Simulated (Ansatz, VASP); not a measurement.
**Si: VASP beside Ansatz**

```
Si
1.0
     3.91848    0.00000    0.00000
    -1.95924    3.27677    0.00000
     0.00000    0.00000    6.36468
Si
4
Direct
  0.33333 0.66667 0.06293
  0.66667 0.33333 0.56293
  0.33333 0.66667 0.43707
  0.66667 0.33333 0.93707
```

Change from the starting cell: engineering shear strain xy +0.0000, strain +e along x and -e along y +0.0175.

Alike in both runs: task single point; functional PBE; k mesh 12 × 12 × 6; occupations gaussian, width 0.05 eV; no spin polarisation.

|  | VASP | Ansatz |
| --- | --- | --- |
| version | VASP 6.6.1 | Ansatz 0.2.0 |
| potentials or method | VASP PAW PBE potentials, release 64 (Si), cutoff 520 eV | scalar-relativistic, plane waves, PAW |
| valence electrons in the cell | 16 | 16 |

VASP gave:

```
gap on the k mesh at the Fermi level (eV)                     : 0.17
least direct gap on the mesh (eV)                             : 0.88
pressure (GPa)                                                : 0.0
traceless stress, the component that is largest in VASP (GPa) : 3.04
rms of the force components (eV/Å)                            : 0.162
```

Problem. Which values does Ansatz return?

Solution. gap on the k mesh at the Fermi level (eV): 0.17; least direct gap on the mesh (eV): 0.88; pressure (GPa): 0.1; traceless stress, the component that is largest in VASP (GPa): 3.04; rms of the force components (eV/Å): 0.163.

Atom by atom the forces differ by 0.001 eV/Å (rms over components).
